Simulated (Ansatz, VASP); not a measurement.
**SnSe2 in VASP and in Ansatz**

The input INCAR:

```
  PREC = Accurate
  ENCUT = 520
  EDIFF = 1E-7
  ISMEAR = -5
  SIGMA = 0.05
  LREAL = F
  LASPH = T
  NELM = 150
  ALGO = Normal
  ISIF = 2
  LWAVE = F
  LCHARG = T
  ISPIN = 2
  MAGMOM = 1 0 0
  LORBIT = 11
  NUPDOWN = 1.0
  GGA = PS
  IVDW = 13
  LELF = T
  LVHAR = T
  NBANDS = 24
```

The input KPOINTS:

```
Automatic mesh
0
Gamma
  8 8 5
```

Contents of POSCAR:

```
SnSe2
1.0
    3.7332026603      0.0000000000      0.0000000000
   -1.8666013302      3.2330483413      0.0000000000
    0.0000000000      0.0000000000      6.0107403631
Sn Se
1 2
Direct
    0.0000000000      0.0000000000      0.0000000000
    0.6666666667      0.3333333333      0.7510000000
    0.3333333333      0.6666666667      0.2490000000
```

Contents of input.yaml:

```yaml
crystal:
  lattice:
    - [3.7332026603, 0.0, 0.0]
    - [-1.8666013302, 3.2330483413, 0.0]
    - [0.0, 0.0, 6.0107403631]
  atoms:
    - { symbol: Sn, position: [0.0, 0.0, 0.0], spin: 1.0 }
    - { symbol: Se, position: [0.6666666667, 0.3333333333, 0.751] }
    - { symbol: Se, position: [0.3333333333, 0.6666666667, 0.249] }
kpoints:
  mp_grid: { grid: [8, 8, 5] }
scf:
  occupations: { method: tetrahedron }
  lower_state_search: "off"
hamiltonian:
  xc: pbesol
  dispersion: d4
  pseudopotentials: { kind: all_electron, lapw: { basis_error: 0.0005 } }
magnetization:
  spin_polarized: true
  initial_magnetization: 1.0
  spin_locking: { lock_magnetization: hard }
output:
  forces: true
  stress: true
  eigenvalues: true
```

Change from the starting cell: volume scaled by 0.94.

Alike in both runs: task single point; functional PBEsol; dispersion D4; k mesh 8 × 8 × 5; occupations tetrahedron; collinear spin; fixed moment 1 μB.

|  | VASP | Ansatz |
| --- | --- | --- |
| version | VASP 6.6.1 | Ansatz 0.2.0 |
| potentials or method | VASP PAW PBE potentials, release 64 (Sn_d, Se), cutoff 520 eV | all-electron LAPW, scalar-relativistic |

Ansatz gave:

* pressure (GPa): 9.1
* traceless stress, the component that is largest in VASP (GPa): 0.70
* rms of the force components (eV/Å): 0.895
* size of the moment on the site where the two differ most (μB): 0.29

Problem. Which values does VASP return?

Solution. Pressure (GPa): 9.2; traceless stress, the component that is largest in VASP (GPa): 0.69; rms of the force components (eV/Å): 0.907; size of the moment on the site where the two differ most (μB): 0.26.

VASP's potentials were made for PBE, not for PBEsol. Site moments also hang on the region over which each program counts them. Atom by atom the forces differ by 0.012 eV/Å (rms over components). Ansatz ran all-electron here, and VASP with PAW potentials.
